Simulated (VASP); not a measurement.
# Ta6F in VASP: further runs, part 2 of 2

VASP 6.6.1.

### 4 Single point, LDA, collinear spin

The input, INCAR:

```
ALGO     = Normal         # electronic algorithm
DIPOL    = 0.5 0.5 0.319
EDIFF    = 1E-6           # SCF threshold, eV
ENCUT    = 520            # plane-wave cutoff, eV
GGA      = CA             # functional
IDIPOL   = 3            
ISIF     = 2              # what is computed and relaxed
ISMEAR   = 0              # smearing method
ISPIN    = 2              # spin polarisation
LASPH    = True           # aspherical terms in the spheres
LCHARG   = False          # write CHGCAR
LDIPOL   = True         
LMAXMIX  = 4              # l up to which the mixer works
LORBIT   = 11             # projections on sites
LREAL    = False          # projectors in reciprocal space
LWAVE    = False          # write WAVECAR
MAGMOM   = 0 0 0 0 0 0 1  # initial moments
NBANDS   = 50             # bands
NELM     = 150            # most SCF steps
PREC     = Accurate       # precision mode
SIGMA    = 0.1            # smearing width, eV
```

The input, KPOINTS:

```
k-points
0
Gamma
  6 6 1
```

The input, POSCAR:

```
Ta6F
1.0
    4.6002247516      0.0000000000      0.0000000000
   -2.3001123758      3.9839114980      0.0000000000
    0.0000000000      0.0000000000     21.4017722141
Ta F
6 1
Direct
    0.6666666667      0.3333333333      0.1869004099
    0.3333333333      0.6666666667      0.2307760729
    0.0000000000      0.0000000000      0.2746517360
    0.6666666667      0.3333333333      0.3157775353
    0.3333333333      0.6666666667      0.3543568624
    0.0000000000      0.0000000000      0.3925736677
    0.8888888889     -0.8888888889      0.4799496094
```

Potentials or basis: VASP PAW LDA potentials, release 64 (Ta_pv, F).

Started as:

```console
> cat potpaw_LDA.64/Ta_pv/POTCAR potpaw_LDA.64/F/POTCAR > POTCAR
> mpirun -np 1 vasp_std > vasp.out
```

OUTCAR:

```text
EDIFF = 1E-6
   ENCUT = 520
   GGA = CA
   ISIF = 2
   ISMEAR = 0
   ISPIN = 2
   LASPH = True
   LORBIT = 11
   LREAL = False
   NELM = 150
   PREC = Accurate

 ion  position               nearest neighbor table
   1  0.667  0.333  0.187-   4 2.76   2 2.82   2 2.82   2 2.82   3 3.25   3 3.25   3 3.25
   2  0.333  0.667  0.231-   5 2.64   1 2.82   1 2.82   3 2.82   1 2.82   3 2.82   3 2.82   4 3.22
                             4 3.22   4 3.22
   3  0.000  0.000  0.275-   6 2.52   4 2.80   4 2.80   4 2.80   2 2.82   2 2.82   2 2.82   5 3.16
                             5 3.16   5 3.16   1 3.25   1 3.25   1 3.25
   4  0.667  0.333  0.316-   1 2.76   5 2.78   5 2.78   5 2.78   3 2.80   3 2.80   3 2.80   6 3.12
                             6 3.12   6 3.12   2 3.22   2 3.22   2 3.22
[... 1573 lines left out ...]
     -0.00000      2.65594      7.58386         0.204865     -0.118279     -0.049070
      0.00000      0.00000      8.40177        -1.396723      0.806398      4.159212
      3.83352      0.44266     10.27177         1.210208     -0.698714     -2.598040
 -----------------------------------------------------------------------------------
    total drift:                                0.000215     -0.000124     -0.001522

  FREE ENERGIE OF THE ION-ELECTRON SYSTEM (eV)
  ---------------------------------------------------
  free  energy   TOTEN  =       -75.8397670927 eV

  energy  without entropy=      -75.8014855543  energy(sigma->0) =      -75.82062632

 vacuum level on the upper side and lower side of the slab         5.026         1.419

 total charge

# of ion       s       p       d       tot
------------------------------------------
    1        0.394   6.013   2.423   8.830
    2        0.402   6.110   2.555   9.067
    3        0.392   6.171   2.506   9.069
    4        0.380   6.185   2.458   9.023
    5        0.409   6.122   2.585   9.115
    6        0.403   6.110   2.411   8.925
    7        1.736   4.255   0.000   5.991
--------------------------------------------------
tot          4.115  40.968  14.938  60.021

 magnetization (x)

# of ion       s       p       d       tot
------------------------------------------
    1        0.000   0.000   0.000   0.000
    2        0.000   0.000   0.000   0.000
    3       -0.000  -0.000  -0.000  -0.000
    4       -0.000   0.000   0.000   0.000
    5       -0.000  -0.000  -0.000  -0.000
    6       -0.000  -0.000  -0.000  -0.000
    7        0.000   0.000   0.000   0.000
--------------------------------------------------
tot          0.000   0.000   0.000   0.000
```

stdout:

```text
POSCAR found type information on POSCAR TaF
 POSCAR found :  2 types and       7 ions
 scaLAPACK will be used
 LDA part: xc-table for (Slater(with rela. corr.)+CA(PZ))
 , standard interpolation
 POSCAR, INCAR and KPOINTS ok, starting setup
 FFT: planning ... GRIDC
 FFT: planning ... GRID_SOFT
 FFT: planning ... GRID
 WAVECAR not read
 entering main loop
```

Wall time 34 min (1 thread of Oxide Virtual Turin-like, shared host); peak memory 0.6 GiB.

Results:

- Free energy: -75.8398 eV
- Largest force: 4.461 eV/Å
- Net moment: 0.00 μB per cell
- Valence electrons inside the program's atomic spheres: Ta 8.83, 9.07, 9.02, 9.12, 8.93 (each value once); F 5.99

Forces on the atoms (eV/Å):
```
Ta   0.039 -0.022  2.333
Ta   0.033 -0.019 -0.504
Ta  -0.098  0.057 -3.132
Ta   0.008 -0.004 -0.209
Ta   0.205 -0.118 -0.049
Ta  -1.397  0.806  4.159
F    1.210 -0.699 -2.598
```

Caveat: spin-orbit coupling is left out, which moves the levels of the heavy elements.

### 5 Single point, LDA, collinear spin

The input, INCAR:

```
SYSTEM = Ta6F
ALGO = Normal ; DIPOL = 0.5 0.5 0.326
EDIFF = 1E-7 ; ENCUT = 520
GGA = CA ; IDIPOL = 3
ISIF = 2 ; ISMEAR = 0
ISPIN = 2 ; LASPH = .True.
LCHARG = .True. ; LDIPOL = .True.
LELF = .True. ; LMAXMIX = 4
LORBIT = 11 ; LREAL = .False.
LVACPOTAV = .True. ; LVHAR = .True.
LWAVE = .False. ; MAGMOM = 0 0 0 0 0 0 1
NBANDS = 50 ; NELM = 150
PREC = Accurate ; SIGMA = 0.1
```

The input, KPOINTS:

```
k-points
0
Gamma
  6 6 1
  0 0 0
```

Edit POSCAR of step 4 so:

```diff
@@ -14,2 +14,2 @@
     0.0000000000      0.0000000000      0.3925736677
-    0.8888888889     -0.8888888889      0.4799496094
+    0.5555555556     -0.5555555556      0.5248057078
```

Potentials or basis: VASP PAW LDA potentials, release 64 (Ta_pv, F).

Started as:

```console
> cat potpaw_LDA.64/Ta_pv/POTCAR potpaw_LDA.64/F/POTCAR > POTCAR
> mpirun -np 1 vasp_std > vasp.out
```

OUTCAR:

```text
SYSTEM = Ta6F
   EDIFF = 1E-7
   ENCUT = 520
   GGA = CA
   ISIF = 2
   ISMEAR = 0
   ISPIN = 2
   LASPH = .True.
   LORBIT = 11
   LREAL = .False.
   NELM = 150
   PREC = Accurate

 ion  position               nearest neighbor table
   1  0.667  0.333  0.187-   4 2.76   2 2.82   2 2.82   2 2.82   3 3.25   3 3.25   3 3.25
   2  0.333  0.667  0.231-   5 2.64   1 2.82   1 2.82   3 2.82   1 2.82   3 2.82   3 2.82   4 3.22
                             4 3.22   4 3.22
   3  0.000  0.000  0.275-   6 2.52   4 2.80   4 2.80   4 2.80   2 2.82   2 2.82   2 2.82   5 3.16
                             5 3.16   5 3.16   1 3.25   1 3.25   1 3.25
   4  0.667  0.333  0.316-   1 2.76   5 2.78   5 2.78   5 2.78   3 2.80   3 2.80   3 2.80   6 3.12
                             6 3.12   6 3.12   2 3.22   2 3.22   2 3.22
[... 1572 lines left out ...]
     -0.00000      2.65594      7.58386         0.038850     -0.022430      0.201622
      0.00000      0.00000      8.40177         0.068145     -0.039343      1.960947
      1.53341      1.77063     11.23177        -0.146302      0.084468     -1.492448
 -----------------------------------------------------------------------------------
    total drift:                                0.000127     -0.000073     -0.000852

  FREE ENERGIE OF THE ION-ELECTRON SYSTEM (eV)
  ---------------------------------------------------
  free  energy   TOTEN  =       -71.9297829025 eV

  energy  without entropy=      -71.8613967213  energy(sigma->0) =      -71.89558981

 vacuum level on the upper side and lower side of the slab         6.950         0.603

 total charge

# of ion       s       p       d       tot
------------------------------------------
    1        0.395   6.012   2.426   8.833
    2        0.401   6.112   2.555   9.068
    3        0.391   6.175   2.506   9.072
    4        0.381   6.181   2.452   9.014
    5        0.410   6.123   2.574   9.107
    6        0.405   6.035   2.463   8.904
    7        1.740   4.125   0.000   5.864
--------------------------------------------------
tot          4.123  40.763  14.977  59.863

 magnetization (x)

# of ion       s       p       d       tot
------------------------------------------
    1       -0.000  -0.000  -0.001  -0.002
    2       -0.000  -0.000  -0.003  -0.003
    3       -0.000   0.000  -0.000  -0.000
    4       -0.000  -0.000  -0.002  -0.002
    5        0.000   0.000   0.000   0.001
    6        0.000   0.000   0.007   0.008
    7       -0.000  -0.068   0.000  -0.069
--------------------------------------------------
tot         -0.000  -0.069   0.002  -0.067
```

OSZICAR:

```text
N       E                     dE             d eps       ncg     rms          rms(c)
DAV:   1     0.570434721400E+03    0.57043E+03   -0.39734E+04  3304   0.124E+03
DAV:   2    -0.457067522242E+02   -0.61614E+03   -0.59932E+03  3128   0.328E+02
DAV:   3    -0.802810630415E+02   -0.34574E+02   -0.33430E+02  3072   0.688E+01
DAV:   4    -0.816374161838E+02   -0.13564E+01   -0.13365E+01  3568   0.121E+01
[... 12 lines left out ...]
DAV:  73    -0.719297817875E+02   -0.17925E-05   -0.75200E-07  2464   0.183E-03    0.144E-02
DAV:  74    -0.719297819262E+02   -0.13871E-06   -0.38121E-06  2510   0.296E-03    0.820E-03
DAV:  75    -0.719297823331E+02   -0.40688E-06   -0.12301E-06  2624   0.170E-03    0.476E-03
DAV:  76    -0.719297828068E+02   -0.47374E-06   -0.29818E-07  2340   0.120E-03    0.515E-03
DAV:  77    -0.719297829025E+02   -0.95684E-07   -0.13191E-07  1908   0.692E-04
   1 F= -.71929783E+02 E0= -.71895590E+02  d E =-.683862E-01  mag=    -0.0718
```

Run time: 67 min. Hardware: 1 thread of Oxide Virtual Turin-like, shared host; peak memory 0.62 GiB.

What came out:

```
Free energy                                           : -71.9298 eV
Largest force                                         : 2.366 eV/Å
Net moment                                            : -0.07 μB per cell
Site moments                                          : Ta -0.00, +0.00, +0.01 (each value once); F -0.07 μB
Valence electrons inside the program's atomic spheres : Ta 8.83, 9.07, 9.01, 9.11, 8.90 (each value once); F 5.86
```

Forces in eV/Å, atoms in the order of the input:
```
Ta  -0.003  0.002  2.184
Ta   0.002 -0.001 -0.460
Ta  -0.003  0.002 -2.366
Ta   0.044 -0.025 -0.027
Ta   0.039 -0.022  0.202
Ta   0.068 -0.039  1.961
F   -0.146  0.084 -1.492
```

Levels at points of the mesh, in eV from the Fermi level:
Spin up:
| k point | band 35 | band 36 | band 37 | band 38 | band 39 | band 40 |
| --- | --- | --- | --- | --- | --- | --- |
| (0.00, 0.00, 0.00) | -0.22 | -0.12 | -0.03 | 0.25 | 0.30 | 0.30 |
| (0.50, 0.00, 0.00) | -0.21 | -0.12 | -0.09 | 0.46 | 0.59 | 1.14 |
| (0.50, 0.50, 0.00) | -0.24 | -0.14 | -0.06 | 0.47 | 0.52 | 1.11 |
Spin down:
```csv
k point,band 34,band 35,band 36,band 37,band 38,band 39,band 40,band 41
"(0.00, 0.00, 0.00)",-0.34,-0.26,-0.25,-0.05,0.25,0.30,0.30,0.90
"(0.50, 0.00, 0.00)",-0.44,-0.24,-0.14,-0.09,0.46,0.58,1.14,1.24
"(0.50, 0.50, 0.00)",-0.34,-0.34,-0.23,-0.10,0.46,0.53,1.11,1.23
```

Caveat: spin-orbit coupling is left out, which moves the levels of the heavy elements.

### 6 Single point, LDA, collinear spin

The input, INCAR:

```
SYSTEM = Ta6F
ALGO = Normal
DIPOL = 0.5 0.5 0.319
EDIFF = 1E-7
ENCUT = 520
GGA = CA
IDIPOL = 3
ISIF = 2
ISMEAR = 0
ISPIN = 2
LASPH = .True.
LCHARG = .False.
LDIPOL = .True.
LMAXMIX = 4
LORBIT = 11
LREAL = .False.
LWAVE = .False.
MAGMOM = 0 0 0 0 0 0 1
NBANDS = 50
NELM = 150
PREC = Accurate
SIGMA = 0.1
```

KPOINTS is that of step 5.

Edit POSCAR of step 5 so:

```diff
@@ -14,2 +14,2 @@
     0.0000000000      0.0000000000      0.3925736677
-    0.5555555556     -0.5555555556      0.5248057078
+    0.4444444444     -0.4444444444      0.4799496094
```

Potentials or basis: VASP PAW LDA potentials, release 64 (Ta_pv, F).

Started as:

```console
> cat potpaw_LDA.64/Ta_pv/POTCAR potpaw_LDA.64/F/POTCAR > POTCAR
> mpirun -np 1 vasp_std > vasp.out
```

OUTCAR:

```text
SYSTEM = Ta6F
   EDIFF = 1E-7
   ENCUT = 520
   GGA = CA
   ISIF = 2
   ISMEAR = 0
   ISPIN = 2
   LASPH = .True.
   LORBIT = 11
   LREAL = .False.
   NELM = 150
   PREC = Accurate

 ion  position               nearest neighbor table
   1  0.667  0.333  0.187-   4 2.76   2 2.82   2 2.82   2 2.82   3 3.25   3 3.25   3 3.25
   2  0.333  0.667  0.231-   5 2.64   1 2.82   1 2.82   3 2.82   1 2.82   3 2.82   3 2.82   4 3.22
                             4 3.22   4 3.22
   3  0.000  0.000  0.275-   6 2.52   4 2.80   4 2.80   4 2.80   2 2.82   2 2.82   2 2.82   5 3.16
                             5 3.16   5 3.16   1 3.25   1 3.25   1 3.25
   4  0.667  0.333  0.316-   1 2.76   5 2.78   5 2.78   5 2.78   3 2.80   3 2.80   3 2.80   6 3.12
                             6 3.12   6 3.12   2 3.22   2 3.22   2 3.22
   5  0.333  0.667  0.354-   2 2.64   6 2.78   6 2.78   6 2.78   4 2.78   4 2.78   4 2.78   3 3.16
                             3 3.16   3 3.16
   6  0.000  0.000  0.393-   3 2.52   5 2.78   5 2.78   5 2.78   4 3.12   4 3.12   4 3.12
   7  0.444  0.556  0.480-

  LATTYP: Found a hexagonal cell.
 ALAT       =     4.6002247516
 C/A-ratio  =     4.6523318685

  Lattice vectors:
[... 1545 lines left out ...]
  external PRESSURE =     -27.3900143 kB  Pullay stress =       0.0000000 kB

 VOLUME and BASIS-vectors are now :
 -----------------------------------------------------------------------------
  energy-cutoff  :      520.00
  volume of cell :      392.23
      direct lattice vectors                 reciprocal lattice vectors
     4.600224752  0.000000000  0.000000000     0.217380683  0.125504796  0.000000000
    -2.300112376  3.983911498  0.000000000     0.000000000  0.251009592  0.000000000
     0.000000000  0.000000000 21.401772214     0.000000000  0.000000000  0.046725102

 POSITION                                       TOTAL-FORCE (eV/Angst)
 -----------------------------------------------------------------------------------
      2.30011      1.32797      4.00000        -0.015961      0.009215      2.172738
     -0.00000      2.65594      4.93902         0.004935     -0.002849     -0.705639
      0.00000      0.00000      5.87803         0.034274     -0.019788     -2.307787
      2.30011      1.32797      6.75820         0.170188     -0.098258     -0.242667
     -0.00000      2.65594      7.58386         0.241236     -0.139278      1.548958
      0.00000      0.00000      8.40177        -0.227205      0.131177      2.259054
      0.76670      2.21328     10.27177        -0.207467      0.119781     -2.724657
 -----------------------------------------------------------------------------------
    total drift:                               -0.000190      0.000109     -0.001180

  FREE ENERGIE OF THE ION-ELECTRON SYSTEM (eV)
  ---------------------------------------------------
  free  energy   TOTEN  =       -74.3722096996 eV

  energy  without entropy=      -74.3221632263  energy(sigma->0) =      -74.34718646

 vacuum level on the upper side and lower side of the slab         5.347         1.222

 total charge

# of ion       s       p       d       tot
------------------------------------------
    1        0.396   6.011   2.427   8.834
    2        0.401   6.109   2.566   9.076
    3        0.390   6.176   2.505   9.071
    4        0.381   6.184   2.451   9.016
    5        0.397   6.135   2.543   9.074
    6        0.400   6.044   2.431   8.875
    7        1.734   4.193   0.000   5.928
--------------------------------------------------
tot          4.098  40.852  14.924  59.874

 magnetization (x)

# of ion       s       p       d       tot
------------------------------------------
    1        0.000   0.000   0.000   0.000
    2        0.000   0.000   0.000   0.000
    3       -0.000  -0.000  -0.000  -0.000
    4       -0.000   0.000  -0.000  -0.000
    5       -0.000   0.000  -0.000  -0.000
    6       -0.000  -0.000   0.000   0.000
    7       -0.000   0.000   0.000   0.000
--------------------------------------------------
tot         -0.000   0.000   0.000   0.000
```

OSZICAR:

```text
N       E                     dE             d eps       ncg     rms          rms(c)
DAV:   1     0.573792543942E+03    0.57379E+03   -0.39785E+04  3304   0.124E+03
DAV:   2    -0.462695931077E+02   -0.62006E+03   -0.60385E+03  3136   0.329E+02
DAV:   3    -0.810150148627E+02   -0.34745E+02   -0.33614E+02  3038   0.691E+01
[... 31 lines left out ...]
DAV:  35    -0.743722088431E+02   -0.81498E-06   -0.12572E-07  2060   0.822E-04    0.189E-04
DAV:  36    -0.743722091095E+02   -0.26643E-06   -0.16254E-08  2200   0.430E-04    0.117E-04
DAV:  37    -0.743722094570E+02   -0.34744E-06   -0.86286E-09  1780   0.247E-04    0.665E-05
DAV:  38    -0.743722096444E+02   -0.18742E-06   -0.54743E-09  1752   0.170E-04    0.328E-05
DAV:  39    -0.743722096996E+02   -0.55147E-07   -0.11834E-09  1596   0.103E-04
   1 F= -.74372210E+02 E0= -.74347186E+02  d E =-.500465E-01  mag=     0.0000
```

Run time: 30 min. Hardware: 1 thread of Oxide Virtual Turin-like, shared host; peak memory 0.61 GiB.

What came out:

```yaml
Free_energy: -74.3722 eV
Largest_force: 2.735 eV/Å
Net_moment: 0.00 μB per cell
Valence_electrons_inside_the_program's_atomic_spheres: Ta 8.83, 9.08, 9.07, 9.02, 8.88 (each value once); F 5.93
```

Forces in eV/Å, atoms in the order of the input:
```
Ta  -0.016  0.009  2.173
Ta   0.005 -0.003 -0.706
Ta   0.034 -0.020 -2.308
Ta   0.170 -0.098 -0.243
Ta   0.241 -0.139  1.549
Ta  -0.227  0.131  2.259
F   -0.207  0.120 -2.725
```

Caveat: spin-orbit coupling is left out, which moves the levels of the heavy elements.

### 7 Summary

```tsv
cell	gap on the mesh (eV)	moment (μB)	largest force (eV/Å)
as given, atomic positions A	none	0.00	2.38
as given, atomic positions B	none	0.00	3.03
as given, atomic positions C	none	0.00	4.46
as given, atomic positions D	none	0.07	2.37
as given, atomic positions E	none	0.00	2.74
```

Alike in all rows: task single point; level LDA; potentials or basis VASP PAW LDA potentials, release 64 (Ta_pv, F); spin collinear; k mesh 6 × 6 × 1; cutoff (eV) 520; smearing gaussian 0.1 eV.

Caveats: spin-orbit coupling is left out, which moves the levels of the heavy elements.

Total energies depend on the potentials used, so only differences within one code and one set of settings carry meaning.
